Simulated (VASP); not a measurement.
Write the native input for VASP 6.6.1 that does the following.

```
Task                   : single point
Functional             : PBE
Potentials or basis    : VASP PAW PBE potentials, release 64 (Mo_sv, Se)
Cutoff                 : 520 eV
k mesh                 : 12 × 12 × 6
Occupations            : gaussian, width 0.1 eV
Spin                   : no spin polarisation
Hubbard terms          : Mo d U = 4.38 eV
Dipole correction      : no
Further INCAR settings : ALGO = Normal; EDIFF = 1e-06; NBANDS = 28
```

The structure of MoSe lies in POSCAR:

```
MoSe
1.0
    4.0210140349      0.0000000000      0.0000000000
   -2.0105070175      3.4823003032      0.0000000000
    0.0000000000      0.0000000000      6.8157679718
Mo Se
2 2
Direct
    0.0000000000      0.0000000000      0.0000000000
    0.0000000000      0.0000000000      0.5000000000
    0.3333333333      0.6666666667      0.2500000000
    0.6666666667      0.3333333333      0.7500000000
```

The input as run:

INCAR

```
PREC = Accurate ; ENCUT = 520
EDIFF = 1E-6 ; ISMEAR = 0
SIGMA = 0.1 ; LREAL = False
LASPH = True ; NELM = 150
ALGO = Normal ; ISIF = 2
LWAVE = False ; LCHARG = False
LMAXMIX = 4 ; LDAU = True
LDAUTYPE = 2 ; LDAUL = 2 -1
LDAUU = 4.38 0 ; LDAUJ = 0 0
LDAUPRINT = 1 ; GGA = PE
NBANDS = 28
```

KPOINTS

```
regular mesh
0
Gamma
  12 12 6
```

Potentials or basis: VASP PAW PBE potentials, release 64 (Mo_sv, Se).

The run is started by

```bash
$ cat potpaw_PBE.64/Mo_sv/POTCAR potpaw_PBE.64/Se/POTCAR > POTCAR
$ mpirun -np 1 vasp_std > vasp.out
```

It gave:

```
Pressure               : -13.2 GPa
Band gap on the k mesh : zero (bands 20 and 21 overlap by 1.03 eV)
```

Caveat: the cell stands under tension; U without spin polarisation on a metal has little footing.

Wall time 3.3 min on 1 thread of Intel(R) Xeon(R) Platinum 8559C (Emerald Rapids) (shared host), peak memory 0.33 GiB.
